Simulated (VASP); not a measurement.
Runs of VASP 6.6.1 on CdIrS3. The structure is that of space group Pm-3m (No. 221), or close to it. The cells are those of the table. 

```tsv
task	spin	cell	k mesh	cutoff (eV)	gap on the mesh (eV)	pressure (GPa)	moment (μB)
single point	off	a = 4.702 Å, 5 atoms	8 × 8 × 8	520	none	0.3	-
relaxation of cell and atoms	off	relaxed from a = 4.707 Å, 5 atoms	8 × 8 × 8	600	-	0.0	-
relaxation of cell and atoms	collinear, ferromagnetic start	relaxed from a = 4.513 Å, 5 atoms	4 × 4 × 4	600	none	-0.1	0.00
single point	collinear, ferromagnetic start	a = 4.707 Å, 5 atoms	4 × 4 × 4	520	none	(a)	0.00
```

Alike in all rows: level PBE; potentials or basis VASP PAW PBE potentials, release 64 (Cd, Ir, S); smearing gaussian 0.1 eV.

Problem. Fill in the values left out.

Solution. (a) 0.4.

Caveats: spin-orbit coupling is left out, which moves the levels of the heavy elements; the relaxation stopped at its first step, so nothing moved (some runs); the bands computed are all filled at some k points, so no gap is given (some runs).

A k mesh can miss the band edges, and the runs leave out spin-orbit coupling on Cd, Ir.

A gap of «none» marks levels without a gap at the run's occupations.
